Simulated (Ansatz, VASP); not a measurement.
**Ni: VASP beside Ansatz**

Contents of INCAR:

```
  PREC = Accurate
  ENCUT = 600
  EDIFF = 1E-6
  ISMEAR = -1
  SIGMA = 0.1
  LREAL = F
  LASPH = T
  NELM = 200
  ALGO = Normal
  ISIF = 2
  LWAVE = F
  LCHARG = F
  ISPIN = 2
  MAGMOM = 0.77 0.77
  LORBIT = 11
  LMAXMIX = 4
  GGA = PE
  NBANDS = 21
  GGA_COMPAT = F
```

Contents of KPOINTS:

```
Automatic mesh
0
Gamma
  6 12 12
```

The input POSCAR:

```
Ni
1.0
    0.0000000000      3.5439000000      3.5439000000
    1.7719500000      0.0000000000      1.7719500000
    1.7719500000      1.7719500000      0.0000000000
Ni
2
Direct
    0.0000000000      0.0000000000      0.0000000000
    0.5000000000      0.0000000000      0.0000000000
```

Input for Ansatz:

```yaml
crystal:
  lattice:
    - [0.0, 3.5439, 3.5439]
    - [1.77195, 0.0, 1.77195]
    - [1.77195, 1.77195, 0.0]
  atoms:
    - { symbol: Ni, position: [0.0, 0.0, 0.0] }
    - { symbol: Ni, position: [0.5, 0.0, 0.0] }
hamiltonian:
  xc: pbe
  pseudopotentials: { kind: paw }
basis:
  ecutwfc: 420
kpoints:
  mp_grid: { grid: [6, 12, 12] }
scf:
  occupations: { method: fermi_dirac, width: 0.1 }
  lower_state_search: "off"
output:
  forces: true
  stress: true
magnetization:
  spin_polarized: true
```

Alike in both runs: task single point; functional PBE; k mesh 6 × 12 × 12; occupations fermi-dirac, width 0.1 eV; collinear spin.

|  | VASP | Ansatz |
| --- | --- | --- |
| version | VASP 6.6.1 | Ansatz 0.2.0 |
| potentials or method | VASP PAW PBE potentials, release 64 (Ni), cutoff 600 eV | PAW, plane waves, scalar-relativistic |
| valence electrons in the cell | 20 | 36 |

|  | VASP | Ansatz | Ansatz less VASP |
| --- | --- | --- | --- |
| pressure (GPa) | -3.7 | -3.5 | +0.19 |
| net moment per atom (μB) | 0.64 | 0.66 | +0.019 |
| size of the moment on the site where the two differ most (μB) | 0.65 | 0.70 | +0.044 |

Site moments also hang on the region over which each program counts them. VASP's potentials hold 20 valence electrons a cell and Ansatz's 36, so a difference there can come from the potentials and not from the codes. Ansatz's warnings: no starting moments.
